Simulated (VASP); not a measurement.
# Ti (P6/mmm) in VASP: single point with PBEsol

Aim: the single point of Ti with PBEsol.

All numbers are computed with VASP 6.6.1; they aren't measurements. Logs are shortened: lines on timing, memory, paths and dates and some standing lists are left out, and cuts for length are marked.

## (1) The cell of the first run

It takes space group P6/mmm (No. 191, hexagonal). The conventional cell has a = 4.577 Å, b = 4.577 Å, c = 2.724 Å, α = 90.00°, β = 90.00°, γ = 120.00°. Ti (site symmetry 6/mmm) has 14 Ti at 2.72 to 2.97 Å within 3.6 Å. Ti (site symmetry -6m2) has 11 Ti at 2.64 to 2.97 Å within 3.5 Å.

This isn't the form of Ti at room conditions, which is hcp.

## (2) Single point, PBEsol

Contents of INCAR:

```
SYSTEM = Ti
PREC = Accurate
ENCUT = 550
EDIFF = 1E-6
ISMEAR = 0
SIGMA = 0.15
LREAL = .FALSE.
LASPH = .TRUE.
NELM = 300
ALGO = All
ISIF = 2
LWAVE = .FALSE.
LCHARG = .FALSE.
GGA = PS
NBANDS = 25
GGA_COMPAT = .FALSE.
ISEARCH = 1
KPAR = 4
```

Contents of KPOINTS:

```
Automatic mesh
0
G
  12 12 18
  0 0 0
```

Contents of POSCAR:

```
Ti
1.0
    4.5771510267      0.0000000000      0.0000000000
   -2.2885755133      3.9639290661      0.0000000000
    0.0000000000      0.0000000000      2.7236525305
Ti
3
Direct
    0.0000000000      0.0000000000      0.0000000000
    0.3333333333      0.6666666667      0.5000000000
    0.6666666667      0.3333333333      0.5000000000
```

Potentials or basis: VASP PAW PBE potentials, release 64 (Ti_sv).

Started as:

```sh
$ cat potpaw_PBE.64/Ti_sv/POTCAR > POTCAR
$ mpirun -np 4 vasp_std > vasp.out
```

OUTCAR:

```text
SYSTEM = Ti
   PREC = Accurate
   ENCUT = 550
   EDIFF = 1E-6
   ISMEAR = 0
   LREAL = .FALSE.
   LASPH = .TRUE.
   NELM = 300
   ISIF = 2
   GGA = PS

 ion  position               nearest neighbor table
   1  0.000  0.000  0.000-
   2  0.333  0.667  0.500-   3 2.64   3 2.64   3 2.64
   3  0.667  0.333  0.500-   2 2.64   2 2.64   2 2.64

  LATTYP: Found a hexagonal cell.
 ALAT       =     4.5771510267
 C/A-ratio  =     0.5950541100

  Lattice vectors:

 A1 = (   4.5771510267,   0.0000000000,   0.0000000000)
 A2 = (  -2.2885755133,   3.9639290661,   0.0000000000)
 A3 = (   0.0000000000,   0.0000000000,   2.7236525305)

Analysis of symmetry for initial positions (statically):
=====================================================================
 Subroutine PRICEL returns:
 Original cell was already a primitive cell.

 Routine SETGRP: Setting up the symmetry group for a
 hexagonal supercell.

 Subroutine GETGRP returns: Found 24 space group operations
 (whereof 24 operations were pure point group operations)
 out of a pool of 24 trial point group operations.

The static configuration has the point symmetry D_6h.

Analysis of symmetry for dynamics (positions and initial velocities):
=====================================================================
 Subroutine PRICEL returns:
 Original cell was already a primitive cell.

 Routine SETGRP: Setting up the symmetry group for a
 hexagonal supercell.

 Subroutine GETGRP returns: Found 24 space group operations
 (whereof 24 operations were pure point group operations)
 out of a pool of 24 trial point group operations.

The dynamic configuration has the point symmetry D_6h.

 Subroutine INISYM returns: Found 24 space group operations
 (whereof 24 operations are pure point group operations),
 and found     1 'primitive' translations

----------------------------------------------------------------------------------------

                                     Primitive cell

  volume of cell :      49.4166

  direct lattice vectors                    reciprocal lattice vectors
     4.577151027  0.000000000  0.000000000     0.218476514  0.126137474  0.000000000
    -2.288575513  3.963929066  0.000000000     0.000000000  0.252274948  0.000000000
     0.000000000  0.000000000  2.723652530     0.000000000  0.000000000  0.367154029

  length of vectors
     4.577151027  4.577151027  2.723652530     0.252274948  0.252274948  0.367154029

  position of ions in fractional coordinates (direct lattice)
     0.000000000  0.000000000  0.000000000
     0.333333333  0.666666667  0.500000000
     0.666666667  0.333333333  0.500000000

  ion indices of the primitive-cell ions
   primitive index   ion index
                 1           1
                 2           2
                 3           3

----------------------------------------------------------------------------------------

 KPOINTS: Automatic mesh

Automatic generation of k-mesh.
 Grid dimensions read from file:
 generate k-points for:   12   12   18

 Generating k-lattice:

  Cartesian coordinates                     Fractional coordinates (reciprocal lattice)
     0.018206376  0.010511456  0.000000000     0.083333333  0.000000000  0.000000000
     0.000000000  0.021022912  0.000000000     0.000000000  0.083333333  0.000000000
     0.000000000  0.000000000  0.020397446     0.000000000  0.000000000  0.055555556

  Length of vectors
     0.021022912  0.021022912  0.020397446

  Shift w.r.t. Gamma in fractional coordinates (k-lattice)
     0.000000000  0.000000000  0.000000000

 Subroutine IBZKPT returns following result:
 ===========================================

 Found    190 irreducible k-points:

 Following reciprocal coordinates:
            Coordinates               Weight
  0.000000  0.000000  0.000000      1.000000
  0.083333  0.000000  0.000000      6.000000
  0.166667  0.000000  0.000000      6.000000
  0.250000  0.000000  0.000000      6.000000
  0.333333  0.000000  0.000000      6.000000
  0.416667  0.000000  0.000000      6.000000
[... 16 lines left out ...]
  0.250000  0.000000  0.055556     12.000000
  0.333333  0.000000  0.055556     12.000000
 [... further k-points ...]
   k-points           NKPTS =    190   k-points in BZ     NKDIM =    190   number of bands    NBANDS=     25
   number of dos      NEDOS =    301   number of ions     NIONS =      3
   total plane-waves  NPLWV =  31104
   dimension x,y,z NGX =    36 NGY =   36 NGZ =   24
   dimension x,y,z NGXF=    72 NGYF=   72 NGZF=   48
   ions per type =               3
   NGX,Y,Z   is equivalent  to a cutoff of  13.08, 13.08, 14.65 a.u.
   NGXF,Y,Z  is equivalent  to a cutoff of  26.15, 26.15, 29.30 a.u.
 SYSTEM =  Ti
   PREC   = accura    normal or accurate (medium, high low for compatibility)
   ISTART =      0    job   : 0-new  1-cont  2-samecut
   ICHARG =      2    charge: 1-file 2-atom 10-const
   ISPIN  =      1    spin polarized calculation?
   LNONCOLLINEAR =      F non collinear calculations
   LSORBIT =      F    spin-orbit coupling
   LASPH  =      T    aspherical Exc in radial PAW
   ENCUT  =  550.0 eV  40.42 Ry    6.36 a.u.   8.75  8.75  5.21*2*pi/ulx,y,z
   NELM   =    300;   NELMIN=  2; NELMDL= -5     # of ELM steps
   EDIFF  = 0.1E-05   stopping-criterion for ELM
   LREAL  =      F    real-space projection
   EDIFFG = 0.1E-04   stopping-criterion for IOM
   NSW    =      0    number of steps for IOM
   IBRION =     -1    ionic relax: 0-MD 1-quasi-New 2-CG
   NFREE  =      0    steps in history (QN), initial steepest desc. (CG)
   ISIF   =      2    stress and relaxation
   ISYM   =      2    0-nonsym 1-usesym 2-fastsym
   POTIM  = 0.5000    time-step for ionic-motion
   TEBEG  =    0.0;   TEEND  =   0.0 temperature during run
   PSTRESS=    0.0 pullay stress
   NELECT =      36.0000    total number of electrons
   NUPDOWN=      -1.0000    fix difference up-down
   EMIN   =  10.00;   EMAX   =-10.00  energy-range for DOS
   EFERMI =   0.00;   METHOD = LEGACY
   ISMEAR =     0;   SIGMA  =   0.15  broadening in eV -4-tet -1-fermi 0-gaus
   EFERMI_NEDOS =   21; number of points for ismear=-14 and -15
   IALGO  =     58    algorithm
   IMIX   =      4    mixing-type and parameters
     AMIX     =   0.40;   BMIX     =  1.00
     AMIX_MAG =   1.60;   BMIX_MAG =  1.00
  volume/ion in A,a.u.               =      16.47       111.16
  Fermi-wavevector in a.u.,A,eV,Ry     =   1.473052  2.783665 29.523037  2.169882
  Thomas-Fermi vector in A             =   2.587992
   LORBIT       =      0    0 simple, 1 ext, 2 COOP (PROOUT), +10 PAW based schemes
   GGA     = PS    functional components
   LHFCALC =     F    Hartree Fock is set to
   AEXX    =    0.0000 exact exchange contribution
   IVDW    =     0    specifies the selected vdW correction
   LEPSILON=     F    determine dielectric tensor
   LRPA    =     F    only Hartree local field effects (RPA)
 non-spin polarized calculation
 Gauss-broadening in eV      SIGMA  =   0.15
  energy-cutoff  :      550.00
  volume of cell :       49.42
 maximum number of plane-waves:      1474
 NGX is ok and might be reduce to    36
   NGX = 17   NGY = 17   NGZ = 11

 number of electron      36.0000001 magnetization

 Free energy of the ion-electron system (eV)
  ---------------------------------------------------
  ext. energy  EPLUGINS =         0.00000000
  ---------------------------------------------------
  free energy    TOTEN  =       -25.03929927 eV

  energy without entropy =      -25.00857316  energy(sigma->0) =      -25.02393621

 E-fermi :   8.5956     XC(G=0): -11.8916

 val. band max:        8.5735202275   @ k =   0.3333   0.3333   0.0556
 cond. band min:       8.5990791639   @ k =   0.3333   0.0000   0.0000
 fundamental gap:      0.0255589365
 Fermi energy:         8.5955998771

 k-point     1 :       0.0000    0.0000    0.0000
  band No.  band energies     occupation
      1     -47.9007      2.00000
      2     -47.6645      2.00000
      3     -47.5031      2.00000
      4     -24.3282      2.00000
      5     -24.3282      2.00000
      6     -24.2419      2.00000
[... 17 lines left out ...]
     24      10.8633      0.00000
     25      10.8704      0.00000

 k-point     2 :       0.0833    0.0000    0.0000
  band No.  band energies     occupation
      1     -47.8993      2.00000
      2     -47.6632      2.00000
      3     -47.5059      2.00000
      4     -24.3600      2.00000
      5     -24.3541      2.00000
      6     -24.2089      2.00000
[... 17 lines left out ...]
     24      10.6279      0.00000
     25      11.0777      0.00000

 k-point     3 :       0.1667    0.0000    0.0000
  band No.  band energies     occupation
      1     -47.8956      2.00000
      2     -47.6591      2.00000
      3     -47.5140      2.00000
      4     -24.4104      2.00000
      5     -24.3806      2.00000
      6     -24.1552      2.00000
[... 17 lines left out ...]
     24      10.5122      0.00000
     25      11.3136      0.00000

 k-point     4 :       0.2500    0.0000    0.0000
  band No.  band energies     occupation
      1     -47.8907      2.00000
      2     -47.6519      2.00000
      3     -47.5266      2.00000
      4     -24.4561      2.00000
      5     -24.3829      2.00000
      6     -24.1047      2.00000
[... 17 lines left out ...]
     24      10.4841      0.00000
     25      11.5682      0.00000
[... 477 lines left out ...]
 k-point    22 :       0.1667    0.0000    0.0556
  band No.  band energies     occupation
      1     -47.8926      2.00000
      2     -47.6568      2.00000
      3     -47.5115      2.00000
      4     -24.4055      2.00000
      5     -24.3763      2.00000
      6     -24.1538      2.00000
[... 17 lines left out ...]
     24      10.4788      0.00000
     25      11.3392      0.00000

 k-point    23 :       0.2500    0.0000    0.0556
  band No.  band energies     occupation
      1     -47.8878      2.00000
      2     -47.6495      2.00000
      3     -47.5241      2.00000
      4     -24.4507      2.00000
      5     -24.3789      2.00000
      6     -24.1042      2.00000
[... 17 lines left out ...]
     24      10.4454      0.00000
     25      11.6680      0.00000

 k-point    24 :       0.3333    0.0000    0.0556
  band No.  band energies     occupation
      1     -47.8831      2.00000
      2     -47.6394      2.00000
      3     -47.5393      2.00000
      4     -24.4858      2.00000
      5     -24.3560      2.00000
      6     -24.0645      2.00000
[... 17 lines left out ...]
     24      10.7610      0.00000
     25      11.7716      0.00000

 [... further k-points ...]

------------------------ aborting loop because EDIFF is reached ----------------------------------------

  FORCE on cell =-STRESS in cart. coord.  units (eV):
  Direction    XX          YY          ZZ          XY          YZ          ZX
  --------------------------------------------------------------------------------------
  -------------------------------------------------------------------------------------
  Total       -0.8396904     -0.8396904      1.6978185     -0.0000000      0.0000000      0.0000000
  in kB      -27.2243131    -27.2243131     55.0464125     -0.0000000      0.0000000      0.0000000
  external PRESSURE =       0.1992621 kB  Pullay stress =       0.0000000 kB

 VOLUME and BASIS-vectors are now :
 -----------------------------------------------------------------------------
  energy-cutoff  :      550.00
  volume of cell :       49.42
      direct lattice vectors                 reciprocal lattice vectors
     4.577151027  0.000000000  0.000000000     0.218476514  0.126137474  0.000000000
    -2.288575513  3.963929066  0.000000000     0.000000000  0.252274948  0.000000000
     0.000000000  0.000000000  2.723652530     0.000000000  0.000000000  0.367154029

 POSITION                                       TOTAL-FORCE (eV/Angst)
 -----------------------------------------------------------------------------------
      0.00000      0.00000      0.00000         0.000000      0.000000     -0.000000
     -0.00000      2.64262      1.36183        -0.000000      0.000000      0.000000
      2.28858      1.32131      1.36183         0.000000      0.000000     -0.000000
 -----------------------------------------------------------------------------------
    total drift:                                0.000000      0.000000     -0.000000

  FREE ENERGIE OF THE ION-ELECTRON SYSTEM (eV)
  ---------------------------------------------------
  free  energy   TOTEN  =       -25.0392992658 eV

  energy  without entropy=      -25.0085723893  energy(sigma->0) =      -25.02393583
```

Wall time 1.8 min (4 MPI ranks of Intel Xeon Platinum 8259CL at 2.50GHz (Skylake/Cascade Lake), shared host); peak memory 0.52 GiB.

What came out:

```yaml
Free_energy: -25.0393 eV
Pressure: 0.0 GPa
Band_gap_on_the_k_mesh: zero (bands 18 and 19 overlap by 0.30 eV)
```

Stress tensor (GPa, compression positive):
```
-2.72  0.00  0.00
 0.00 -2.72  0.00
 0.00  0.00  5.50
```

Caveat: the stress differs along the axes, from -3 to 6 GPa; the PAW data sets were made with another functional, which shifts forces and pressure a little.

The gap in the log of VASP goes by the Fermi energy; the results here count the filled bands.